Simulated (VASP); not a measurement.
Write the native input for VASP 6.6.1 that does the following.

- Task: electric field gradients
- Functional: PBEsol
- Potentials or basis: VASP PAW PBE potentials, release 64 (Na_pv)
- Cutoff: 400 eV
- k mesh: 12 × 12 × 12
- Occupations: fermi-dirac, width 0.05 eV
- Spin: no spin polarisation
- Dipole correction: no
- Further INCAR settings: ALGO = Normal; EDIFF = 1e-08; NBANDS = 10

The structure of Na lies in POSCAR:

```
Na
1.0
   -2.0683584369      2.0683584369      2.0683584369
    2.0683584369     -2.0683584369      2.0683584369
    2.0683584369      2.0683584369     -2.0683584369
Na
1
Direct
    0.0000000000      0.0000000000      0.0000000000
```

This cell differs from its parent crystal: volume scaled by 0.95.

These files were run (other wordings do the same):

INCAR

```
PREC = Accurate
ENCUT = 400
EDIFF = 1E-8
ISMEAR = -1
SIGMA = 0.05
LREAL = False
LASPH = True
NELM = 120
ALGO = Normal
ISIF = 2
LWAVE = False
LCHARG = False
GGA = PS
LEFG = True
NBANDS = 10
GGA_COMPAT = False
```

KPOINTS

```
Automatic mesh
0
Gamma
  12 12 12
```

Potentials or basis: VASP PAW PBE potentials, release 64 (Na_pv).

Launch:

```console
$ cat potpaw_PBE.64/Na_pv/POTCAR > POTCAR
$ mpirun -np 1 vasp_std > vasp.out
```

Results of the run:

| Quantity | Value |
| --- | --- |
| Pressure | 0.0 GPa |

Caveat: without QUAD_EFG the Cq values of the log hold for a quadrupole moment of 1 mb, not for the nuclei; the PAW data sets were made with another functional, which shifts forces and pressure a little.

It took 17 s on 1 thread of AMD EPYC 7R43 64-Core Processor (Zen 3), on a shared host, peak memory 0.1 GiB.
